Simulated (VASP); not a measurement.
# FeGe (P2_13) in VASP: further runs

The runs below take FeGe through single point, with PBE.

Program: VASP 6.6.1. These are calculated values, not measurements. Logs are shortened: lines on timing, memory, paths and dates and some standing lists are left out, and cuts for length are marked.

### 1 The cell of the first run

Symmetry: P2_13, No. 198, cubic system. Conventional cell: a = 4.663 Å, b = 4.663 Å, c = 4.663 Å, α = 90.00°, β = 90.00°, γ = 90.00°. Fe (site symmetry 3) has 7 Ge at 2.37 to 2.63 Å and 6 Fe at 2.86 Å within 3.1 Å. Within 3.1 Å of Ge (site symmetry 3) lie 7 Fe at 2.37 to 2.63 Å and 6 Ge at 2.89 Å.

### 2 Single point, PBE, collinear spin, ferromagnetic start

INCAR

```
PREC = Accurate ; ENCUT = 520
EDIFF = 1E-6 ; ISMEAR = 0
SIGMA = 0.05 ; LREAL = Auto
LASPH = True ; NELM = 150
ALGO = Normal ; ISIF = 2
LWAVE = False ; LCHARG = True
ISPIN = 2 ; MAGMOM = 2.5 2.5 2.5 2.5 2.5 2.5 2.5 2.5 0 0 0 0 0 0 0 0
LORBIT = 11 ; LMAXMIX = 4
GGA = PE ; LVHAR = True
NBANDS = 106 ; KPAR = 4
```

KPOINTS

```
Automatic mesh
0
Gamma
  6 6 6
```

POSCAR

```
FeGe
1.0
    0.0000000000      4.6626167200      4.6626167200
    4.6626167200      0.0000000000      4.6626167200
    4.6626167200      4.6626167200      0.0000000000
Fe Ge
8 8
Direct
    0.0674550664      0.0674550664      0.0674550664
    0.5674550664      0.0674550664      0.2976348009
    0.2976348009      0.5674550664      0.0674550664
    0.0674550664      0.2976348009      0.5674550664
    0.5674550664      0.5674550664      0.5674550664
    1.0674550664      0.5674550664      0.7976348009
    0.7976348009      1.0674550664      0.5674550664
    0.5674550664      0.7976348009      1.0674550664
    0.4208811926      0.4208811926      0.4208811926
   -0.0791188074      0.4208811926      0.2373564221
    0.2373564221     -0.0791188074      0.4208811926
    0.4208811926      0.2373564221     -0.0791188074
    0.9208811926      0.9208811926      0.9208811926
    0.4208811926      0.9208811926      0.7373564221
    0.7373564221      0.4208811926      0.9208811926
    0.9208811926      0.7373564221      0.4208811926
```

Potentials or basis: VASP PAW PBE potentials, release 64 (Fe, Ge_d).

Command:

```
$ cat potpaw_PBE.64/Fe/POTCAR potpaw_PBE.64/Ge_d/POTCAR > POTCAR
$ mpirun -np 4 vasp_std > vasp.out
```

OUTCAR:

```text
PREC = Accurate
   ENCUT = 520
   EDIFF = 1E-6
   ISMEAR = 0
   LREAL = Auto
   LASPH = True
   NELM = 150
   ISIF = 2
   ISPIN = 2
   LORBIT = 11
   GGA = PE

 ion  position               nearest neighbor table
   1  0.067  0.067  0.067-  13 2.37  14 2.43  15 2.43  16 2.43  11 2.63  12 2.63  10 2.63   7 2.86
                             8 2.86   6 2.86   4 2.86   3 2.86   2 2.86
   2  0.567  0.067  0.298-  14 2.37   9 2.43  16 2.43  11 2.43  15 2.63  13 2.63  12 2.63   8 2.86
                             1 2.86   3 2.86   7 2.86   5 2.86   4 2.86
   3  0.298  0.567  0.067-  15 2.37   9 2.43  14 2.43  12 2.43  16 2.63  13 2.63  10 2.63   8 2.86
                             1 2.86   4 2.86   6 2.86   5 2.86   2 2.86
   4  0.067  0.298  0.567-  16 2.37   9 2.43  15 2.43  10 2.43  14 2.63  13 2.63  11 2.63   7 2.86
                             1 2.86   2 2.86   6 2.86   3 2.86   5 2.86
   5  0.567  0.567  0.567-   9 2.37  10 2.43  11 2.43  12 2.43  14 2.63  15 2.63  16 2.63   3 2.86
                             4 2.86   2 2.86   8 2.86   7 2.86   6 2.86
   6  0.067  0.567  0.798-  10 2.37  13 2.43  12 2.43  15 2.43  11 2.63   9 2.63  16 2.63   7 2.86
                             3 2.86   4 2.86   5 2.86   1 2.86   8 2.86
   7  0.798  0.067  0.567-  11 2.37  13 2.43  10 2.43  16 2.43  12 2.63   9 2.63  14 2.63   8 2.86
                             2 2.86   4 2.86   5 2.86   1 2.86   6 2.86
   8  0.567  0.798  0.067-  12 2.37  13 2.43  11 2.43  14 2.43  10 2.63   9 2.63  15 2.63   6 2.86
                             2 2.86   3 2.86   5 2.86   7 2.86   1 2.86
   9  0.421  0.421  0.421-   5 2.37   3 2.43   4 2.43   2 2.43   6 2.63   7 2.63   8 2.63  10 2.89
                            11 2.89  12 2.89  15 2.89  14 2.89  16 2.89
  10  0.921  0.421  0.237-   6 2.37   7 2.43   5 2.43   4 2.43   1 2.63   8 2.63   3 2.63  12 2.89
                            13 2.89  15 2.89  16 2.89  11 2.89   9 2.89
  11  0.237  0.921  0.421-   7 2.37   8 2.43   5 2.43   2 2.43   1 2.63   6 2.63   4 2.63  10 2.89
                            13 2.89  14 2.89  16 2.89  12 2.89   9 2.89
  12  0.421  0.237  0.921-   8 2.37   6 2.43   5 2.43   3 2.43   1 2.63   7 2.63   2 2.63  11 2.89
                            13 2.89  14 2.89  15 2.89   9 2.89  10 2.89
  13  0.921  0.921  0.921-   1 2.37   6 2.43   7 2.43   8 2.43   2 2.63   3 2.63   4 2.63  14 2.89
                            15 2.89  16 2.89  11 2.89  10 2.89  12 2.89
  14  0.421  0.921  0.737-   2 2.37   3 2.43   1 2.43   8 2.43   5 2.63   4 2.63   7 2.63   9 2.89
                            11 2.89  12 2.89  16 2.89  15 2.89  13 2.89
  15  0.737  0.421  0.921-   3 2.37   4 2.43   1 2.43   6 2.43   5 2.63   2 2.63   8 2.63   9 2.89
                            10 2.89  12 2.89  14 2.89  16 2.89  13 2.89
  16  0.921  0.737  0.421-   4 2.37   2 2.43   1 2.43   7 2.43   5 2.63   3 2.63   6 2.63   9 2.89
                            10 2.89  11 2.89  15 2.89  13 2.89  14 2.89

  LATTYP: Found a face centered cubic cell.
 ALAT       =     9.3252334400

  Lattice vectors:

 A1 = (   0.0000000000,   4.6626167200,   4.6626167200)
 A2 = (   4.6626167200,   0.0000000000,   4.6626167200)
 A3 = (   4.6626167200,   4.6626167200,   0.0000000000)

Analysis of symmetry for initial positions (statically):
=====================================================================
[... 238 lines left out ...]
      1     -16.4686      1.00000
      2     -16.4686      1.00000
      3     -16.4686      1.00000
      4     -16.4445      1.00000
      5     -16.4445      1.00000
      6     -16.4445      1.00000
[... 1843 lines left out ...]
     99       9.9355      0.00000
    100       9.9355      0.00000
 Fermi energy:         8.2014403634

 spin component 2

 k-point     1 :       0.0000    0.0000    0.0000
  band No.  band energies     occupation
      1     -16.4858      1.00000
      2     -16.4858      1.00000
      3     -16.4858      1.00000
      4     -16.4608      1.00000
      5     -16.4608      1.00000
      6     -16.4608      1.00000
[... 1843 lines left out ...]
     99      10.5467      0.00000
    100      10.5467      0.00000
 [bands above 100 left out]

------------------------ aborting loop because EDIFF is reached ----------------------------------------

  FORCE on cell =-STRESS in cart. coord.  units (eV):
  Direction    XX          YY          ZZ          XY          YZ          ZX
  --------------------------------------------------------------------------------------
  -------------------------------------------------------------------------------------
  Total        0.3256489      0.3256489      0.3256489     -0.0000000     -0.0000000      0.0000000
  in kB        2.5736002      2.5736002      2.5736002     -0.0000000     -0.0000000      0.0000000
  external PRESSURE =       2.5736002 kB  Pullay stress =       0.0000000 kB

 VOLUME and BASIS-vectors are now :
 -----------------------------------------------------------------------------
  energy-cutoff  :      520.00
  volume of cell :      202.73
      direct lattice vectors                 reciprocal lattice vectors
     0.000000000  4.662616720  4.662616720    -0.107235921  0.107235921  0.107235921
     4.662616720  0.000000000  4.662616720     0.107235921 -0.107235921  0.107235921
     4.662616720  4.662616720  0.000000000     0.107235921  0.107235921 -0.107235921

 POSITION                                       TOTAL-FORCE (eV/Angst)
 -----------------------------------------------------------------------------------
      0.62903      0.62903      0.62903         0.003803      0.003803      0.003803
      1.70227      4.03358      2.96034        -0.003803     -0.003803      0.003803
      2.96034      1.70227      4.03358         0.003803     -0.003803     -0.003803
      4.03358      2.96034      1.70227        -0.003803      0.003803     -0.003803
      5.29165      5.29165      5.29165         0.003803      0.003803      0.003803
      6.36489      4.03358      2.96034        -0.003803     -0.003803      0.003803
[... 8 lines left out ...]
      6.25612      7.73173      5.40042        -0.006101      0.006101      0.006101
      5.40042      6.25612      7.73173         0.006101     -0.006101      0.006101
 -----------------------------------------------------------------------------------
    total drift:                                0.000004      0.000005      0.000004

  FREE ENERGIE OF THE ION-ELECTRON SYSTEM (eV)
  ---------------------------------------------------
  free  energy   TOTEN  =      -103.6452007646 eV

  energy  without entropy=     -103.6295025708  energy(sigma->0) =     -103.63735167

 total charge

# of ion       s       p       d       tot
------------------------------------------
    1        0.380   0.504   6.467   7.351
    2        0.380   0.504   6.467   7.351
    3        0.380   0.504   6.467   7.351
    4        0.380   0.504   6.467   7.351
    5        0.380   0.504   6.467   7.351
    6        0.380   0.504   6.467   7.351
[... 8 lines left out ...]
   15        1.115   1.246  10.120  12.481
   16        1.115   1.246  10.120  12.481
--------------------------------------------------
tot         11.962  14.001 132.696 158.659

 magnetization (x)

# of ion       s       p       d       tot
------------------------------------------
    1       -0.000  -0.005   1.161   1.156
    2       -0.000  -0.005   1.161   1.156
    3       -0.000  -0.005   1.161   1.156
    4       -0.000  -0.005   1.161   1.156
    5       -0.000  -0.005   1.161   1.156
    6       -0.000  -0.005   1.161   1.156
[... 8 lines left out ...]
   15       -0.011  -0.061  -0.006  -0.078
   16       -0.011  -0.061  -0.006  -0.078
--------------------------------------------------
tot         -0.093  -0.525   9.241   8.623
```

OSZICAR:

```text
N       E                     dE             d eps       ncg     rms          rms(c)
DAV:   1     0.249272435426E+04    0.24927E+04   -0.64750E+04  8522   0.443E+03
DAV:   2     0.555295963959E+03   -0.19374E+04   -0.18687E+04  7632   0.121E+03
DAV:   3    -0.331477512737E+02   -0.58844E+03   -0.55241E+03  7632   0.350E+02
DAV:   4    -0.109401850112E+03   -0.76254E+02   -0.73292E+02  8974   0.134E+02
DAV:   5    -0.113191553303E+03   -0.37897E+01   -0.37042E+01  9326   0.347E+01    0.356E+01
DAV:   6    -0.121049784565E+03   -0.78582E+01   -0.21622E+02  9716   0.803E+01    0.390E+01
DAV:   7    -0.103484468534E+03    0.17565E+02   -0.81109E+01  9354   0.594E+01    0.858E+00
DAV:   8    -0.103853958167E+03   -0.36949E+00   -0.73113E+00  8888   0.857E+00    0.467E+00
DAV:   9    -0.103657755384E+03    0.19620E+00   -0.72773E-01  9646   0.520E+00    0.154E+00
DAV:  10    -0.103649186091E+03    0.85693E-02   -0.64901E-02  9928   0.146E+00    0.545E-01
DAV:  11    -0.103645216343E+03    0.39697E-02   -0.62983E-03  9926   0.464E-01    0.159E-01
DAV:  12    -0.103645245011E+03   -0.28668E-04   -0.14277E-03  9872   0.232E-01    0.111E-01
DAV:  13    -0.103645197962E+03    0.47049E-04   -0.10836E-04  9222   0.632E-02    0.453E-02
DAV:  14    -0.103645203125E+03   -0.51630E-05   -0.31036E-05  8928   0.328E-02    0.189E-02
DAV:  15    -0.103645201430E+03    0.16955E-05   -0.28774E-06  5862   0.877E-03    0.497E-03
DAV:  16    -0.103645200765E+03    0.66510E-06   -0.10890E-06  4416   0.760E-03
   1 F= -.10364520E+03 E0= -.10363735E+03  d E =-.156982E-01  mag=     8.3528
```

stdout:

```text
POSCAR found type information on POSCAR FeGe
 POSCAR found :  2 types and      16 ions
 scaLAPACK will be used
 LDA part: xc-table for (Slater+PW92), standard interpolation
 POSCAR, INCAR and KPOINTS ok, starting setup
 FFT: planning ... GRIDC
 FFT: planning ... GRID_SOFT
 FFT: planning ... GRID
 WAVECAR not read
 entering main loop
```

It took 8.2 min on 4 MPI ranks of AMD EPYC 9R14 (Zen 4), shared host; peak memory 0.75 GiB.

What came out:

- Free energy: -103.6452 eV
- Pressure: 0.3 GPa
- Largest force: 0.011 eV/Å
- Net moment: 8.35 μB per cell
- Site moments: Fe +1.16; Ge -0.08 μB
- Valence electrons inside the program's atomic spheres: Fe 7.35; Ge 12.48

Forces on the atoms (eV/Å):
```
Fe   0.004  0.004  0.004
Fe  -0.004 -0.004  0.004
Fe   0.004 -0.004 -0.004
Fe  -0.004  0.004 -0.004
Fe   0.004  0.004  0.004
Fe  -0.004 -0.004  0.004
Fe   0.004 -0.004 -0.004
Fe  -0.004  0.004 -0.004
Ge  -0.006 -0.006 -0.006
Ge   0.006  0.006 -0.006
Ge  -0.006  0.006  0.006
Ge   0.006 -0.006  0.006
Ge  -0.006 -0.006 -0.006
Ge   0.006  0.006 -0.006
Ge  -0.006  0.006  0.006
Ge   0.006 -0.006  0.006
```

### 3 Single point, PBE, collinear spin, ferrimagnetic start

This run uses another cell than the first one: it holds 8 atoms, not 16.

INCAR

```
SYSTEM = FeGe
PREC     = Accurate       ! precision mode
ENCUT    = 520            ! plane-wave cutoff, eV
EDIFF    = 1E-6           ! SCF threshold, eV
ISMEAR   = 0              ! smearing method
SIGMA    = 0.05           ! smearing width, eV
LREAL    = .FALSE.        ! projectors in reciprocal space
LASPH    = .TRUE.         ! aspherical terms in the spheres
NELM     = 150            ! most SCF steps
ALGO     = Normal         ! electronic algorithm
ISIF     = 2              ! what is computed and relaxed
LWAVE    = .FALSE.        ! write WAVECAR
LCHARG   = .FALSE.        ! write CHGCAR
ISPIN    = 2              ! spin polarisation
MAGMOM   = 2.5 2.5 2.5 -2.5 0 0 0 0 ! initial moments
LORBIT   = 11             ! projections on sites
LMAXMIX  = 4              ! l up to which the mixer works
GGA      = PE             ! functional
NBANDS   = 58             ! bands
KPAR     = 4
```

KPOINTS

```
Automatic mesh
0
G
  8 8 8
  0 0 0
```

POSCAR

```
FeGe
1.0
    4.6626167200      0.0000000000      0.0000000000
    0.0000000000      4.6626167200      0.0000000000
    0.0000000000      0.0000000000      4.6626167200
Fe Ge
4 4
Direct
    0.1349101327      0.1349101327      0.1349101327
    0.3650898673      0.8650898673      0.6349101327
    0.6349101327      0.3650898673      0.8650898673
    0.8650898673      0.6349101327      0.3650898673
    0.8417623853      0.8417623853      0.8417623853
    0.6582376147      0.1582376147      0.3417623853
    0.3417623853      0.6582376147      0.1582376147
    0.1582376147      0.3417623853      0.6582376147
```

Potentials or basis: VASP PAW PBE potentials, release 64 (Fe, Ge_d).

Command:

```
$ cat potpaw_PBE.64/Fe/POTCAR potpaw_PBE.64/Ge_d/POTCAR > POTCAR
$ mpirun -np 4 vasp_std > vasp.out
```

Wall time 5.3 min (4 MPI ranks of AMD EPYC 9R14 (Zen 4), shared host); peak memory 0.73 GiB.

It converged, with:

| Quantity | Value |
| --- | --- |
| Free energy | -51.8190 eV |
| Pressure | 0.3 GPa |
| Largest force | 0.008 eV/Å |
| Net moment | 4.19 μB per cell |
| Site moments | Fe +1.16; Ge -0.08 μB |
| Valence electrons inside the program's atomic spheres | Fe 7.35; Ge 12.48 |

Forces on the atoms (eV/Å):
```
Fe   0.004  0.004  0.004
Fe  -0.004 -0.004  0.004
Fe   0.004 -0.004 -0.004
Fe  -0.004  0.004 -0.004
Ge  -0.004 -0.004 -0.004
Ge   0.004  0.004 -0.004
Ge  -0.004  0.004  0.004
Ge   0.004 -0.004  0.004
```

Levels at points of the mesh, in eV from the Fermi level:
Spin up:
| k point | band 43 | band 44 | band 45 | band 46 | band 47 | band 48 | band 49 | band 50 |
| --- | --- | --- | --- | --- | --- | --- | --- | --- |
| (0.00, 0.00, 0.00) | -0.84 | -0.84 | -0.27 | -0.27 | -0.27 | 1.84 | 1.84 | 1.84 |
| (0.50, 0.00, 0.00) | -0.73 | -0.73 | -0.55 | -0.55 | 0.88 | 0.88 | 0.93 | 0.93 |
| (0.50, 0.50, 0.00) | -1.03 | -1.03 | -0.10 | -0.10 | 0.22 | 0.22 | 1.50 | 1.50 |
| (0.50, 0.50, 0.50) | -1.05 | -1.05 | -0.39 | -0.39 | -0.39 | -0.39 | 4.42 | 4.42 |
Spin down:
```csv
k point,band 38,band 39,band 40,band 41,band 42,band 43,band 44,band 45,band 46,band 47
"(0.00, 0.00, 0.00)",-1.37,-1.37,0.15,0.15,0.15,0.28,0.28,0.99,0.99,0.99
"(0.50, 0.00, 0.00)",-1.30,-0.63,-0.63,0.02,0.02,0.32,0.32,0.66,0.66,1.77
"(0.50, 0.50, 0.00)",-0.82,-0.56,-0.56,-0.56,-0.56,0.05,0.05,0.98,0.98,1.23
"(0.50, 0.50, 0.50)",-0.26,-0.26,-0.26,-0.16,-0.16,-0.16,-0.16,0.83,0.83,0.83
```
